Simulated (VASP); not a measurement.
A run of VASP 6.6.1 is set up as follows.

INCAR

```
PREC = Accurate
ENCUT = 520
EDIFF = 1E-6
ISMEAR = -1
SIGMA = 0.02
LREAL = Auto
LASPH = True
NELM = 60
ALGO = Normal
ISIF = 2
LWAVE = False
LCHARG = True
GGA = PE
LELF = True
LVHAR = True
NBANDS = 86
```

KPOINTS

```
regular mesh
0
Gamma
  2 2 2
```

POSCAR

```
MnIn7As8
1.0
    0.0000000000      6.0580000000      6.0580000000
    6.0580000000      0.0000000000      6.0580000000
    6.0580000000      6.0580000000      0.0000000000
As In Mn
8 7 1
Direct
    0.3637882900      0.3728629900      0.3772378200
    0.3783733900      0.3814321900      0.8632141500
    0.3745634000      0.8674878200      0.3767259200
    0.3804815000      0.8723502200      0.8781928100
    0.8702597200      0.3828158400      0.3717652900
    0.8747866400      0.3707797800      0.8731459600
    0.8685182200      0.8769618600      0.3809711200
    0.8641047000      0.8794391700      0.8779602100
    0.9878326100      0.0081248400      0.9939113200
    0.9993366000      0.9984084200      0.4984479000
    0.9946676300      0.5035356700      0.9993175100
    0.9944066900      0.5021204900      0.5035887500
    0.4979892700      0.0034810700      0.9897081300
    0.4949920700      0.9956760400      0.5049658500
    0.5024390400      0.4988552800      0.4988685200
    0.5031331700      0.4991482300      0.0014780000
```

Potentials or basis: VASP PAW PBE potentials, release 64 (As, In_d, Mn_pv).

Run with:

```bash
$ cat potpaw_PBE.64/As/POTCAR potpaw_PBE.64/In_d/POTCAR potpaw_PBE.64/Mn_pv/POTCAR > POTCAR
$ mpirun -np 1 vasp_std > vasp.out
```

Q: Predict the band gap on the k mesh.

A: Zero (bands 72 and 73 overlap by 0.04 eV).

Q: Estimate the pressure.

A: 1.9 GPa.

Q: What does it give for the largest force?

A: 2.235 eV/Å.

Forces in eV/Å, atoms in the order of the input:
```
As  -1.069 -0.548  1.493
As   1.536  1.346  0.415
As   0.092 -0.421  0.465
As  -1.141  0.300 -1.898
As  -0.390  0.445 -0.093
As   1.650 -1.107 -0.721
As  -0.422 -0.373  0.164
As  -0.554  0.072  0.226
In  -0.190  1.078 -0.323
In   0.342  0.031  0.231
In  -0.097  0.056  0.187
In  -0.008 -0.482  0.053
In   0.954  0.487  0.021
In  -0.199 -0.159  0.026
In  -0.456 -0.541 -0.110
Mn  -0.048 -0.184 -0.137
```

Caveat: the k points lie up to 0.45 Å⁻¹ apart; spin-orbit coupling is left out, which moves the levels of the heavy elements; the run has no spin polarisation, though such a crystal can be magnetic. Spin polarisation is off, so any magnetic state and its effect on volume and gap are missing.
